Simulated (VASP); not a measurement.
Wanted: the native input for a VASP 6.6.1 run.

```yaml
Task: relaxation of cell and atoms
Functional: PBE
Potentials_or_basis: VASP PAW PBE potentials, release 64 (Cd, In_d, C, N)
Cutoff: 600 eV
k_mesh: 6 × 6 × 6
Occupations: gaussian, width 0.1 eV
Spin: no spin polarisation
Dipole_correction: no
Further_INCAR_settings: ALGO = Normal; EDIFF = 1e-06; IBRION = 2; EDIFFG = -0.01; NSW = 100; ISIF = 3
```

The structure of CdInC4N4 lies in POSCAR:

```
CdInC4N4
1.0
    6.3810167820      0.0000000000      0.0000000000
    0.0000000000      6.3810167820      0.0000000000
    0.0000000000      0.0000000000      6.3810167820
Cd In C N
1 1 4 4
Direct
    0.5000000000      0.5000000000      0.5000000000
    0.0000000000      0.0000000000      0.0000000000
    0.1960776997      0.1960776997      0.1960776997
    0.1960776997      0.8039223003      0.8039223003
    0.8039223003      0.1960776997      0.8039223003
    0.8039223003      0.8039223003      0.1960776997
    0.3021009543      0.3021009543      0.3021009543
    0.3021009543      0.6978990457      0.6978990457
    0.6978990457      0.3021009543      0.6978990457
    0.6978990457      0.6978990457      0.3021009543
```

One way to write it, as run:

INCAR

```
ALGO     = Normal         # electronic algorithm
EDIFF    = 1E-6           # SCF threshold, eV
EDIFFG   = -0.01          # ionic threshold
ENCUT    = 600            # plane-wave cutoff, eV
GGA      = PE             # functional
IBRION   = 2              # ionic algorithm
ISIF     = 3              # what is computed and relaxed
ISMEAR   = 0              # smearing method
LASPH    = T              # aspherical terms in the spheres
LCHARG   = F              # write CHGCAR
LREAL    = F              # projectors in reciprocal space
LWAVE    = F              # write WAVECAR
NELM     = 60             # most SCF steps
NSW      = 100            # ionic steps
PREC     = Accurate       # precision mode
SIGMA    = 0.1            # smearing width, eV
```

KPOINTS

```
k-points
0
Gamma
  6 6 6
```

Potentials or basis: VASP PAW PBE potentials, release 64 (Cd, In_d, C, N).

The run is started by

```console
$ cat potpaw_PBE.64/Cd/POTCAR potpaw_PBE.64/In_d/POTCAR potpaw_PBE.64/C/POTCAR potpaw_PBE.64/N/POTCAR > POTCAR
$ mpirun -np 1 vasp_std > vasp.out
```

It gave:

```
Relaxed volume                        : 26.11 Å³/atom
Relaxed cell                          : a = 6.392 Å, b = 6.392 Å, c = 6.392 Å, α = 90.00°, β = 90.00°, γ = 90.00°
Space group after relaxing (to 0.1 Å) : P-43m (No. 215)
Energy gained by relaxing             : 0.3 meV/atom
Ionic steps                           : 10
Pressure after relaxing               : 0.0 GPa
Largest force after relaxing          : 0.009 eV/Å
Band gap on the k mesh                : zero (an odd number of electrons rules out a gap without spin polarisation)
```

Caveat: spin-orbit coupling is left out, which moves the levels of the heavy elements.

It took 10 min on 1 thread of Intel(R) Xeon(R) 6975P-C (Granite Rapids) (shared host), peak memory 0.58 GiB.
